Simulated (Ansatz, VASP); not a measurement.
**One calculation of Ba, two programs**

File INCAR:

```
SYSTEM = Ba
ALGO = Normal
EDIFF = 1E-7
ENCUT = 520
ISIF = 2
ISMEAR = 0
LASPH = .TRUE.
LCHARG = .TRUE.
LELF = .TRUE.
LREAL = .FALSE.
LVHAR = .TRUE.
LWAVE = .FALSE.
NBANDS = 11
NELM = 100
PREC = Accurate
SIGMA = 0.1
```

KPOINTS

```
k-points
0
G
  12 12 12
  0 0 0
```

POSCAR

```
Ba
1.0
   -2.5125000000      2.5125000000      2.5125000000
    2.5125000000     -2.5125000000      2.5125000000
    2.5125000000      2.5125000000     -2.5125000000
Ba
1
Direct
    0.0000000000      0.0000000000      0.0000000000
```

Input for Ansatz:

```yaml
crystal:
  lattice:
    - [-2.5125, 2.5125, 2.5125]
    - [2.5125, -2.5125, 2.5125]
    - [2.5125, 2.5125, -2.5125]
  atoms:
    - { symbol: Ba, position: [0.0, 0.0, 0.0] }
basis:
  ecutwfc: 420
kpoints:
  mp_grid: { grid: [12, 12, 12] }
hamiltonian:
  xc: lda
  pseudopotentials: { kind: paw, azcp: { folder: soft_1 } }
scf:
  occupations: { method: gaussian, width: 0.1 }
output:
  forces: true
  stress: true
  eigenvalues: true
  write_density: true
  write_potential: true
  elf: true
  volumetric_format: npy
```

Alike in both runs: task single point; functional LDA; k mesh 12 × 12 × 12; occupations gaussian, width 0.1 eV; no spin polarisation.

|  | VASP | Ansatz |
| --- | --- | --- |
| version | VASP 6.6.1 | Ansatz 0.2.0 |
| potentials or method | VASP PAW LDA potentials, release 64 (Ba_sv), cutoff 520 eV | scalar-relativistic, plane waves, PAW |
| valence electrons in the cell | 10 | 10 |

```tsv
	VASP	Ansatz	Ansatz less VASP
gap on the k mesh at the Fermi level (eV)	none	none	-
pressure (GPa)	-1.3	-1.3	-0.03
```

Ansatz warns that its potentials were made for another functional, while VASP's fit it. LDA's correlation is that of Perdew and Zunger in VASP and of Perdew and Wang (1992) in Ansatz. A gap of «none» marks a metal or a gap that the smearing closes.

Spin-orbit coupling is off throughout.
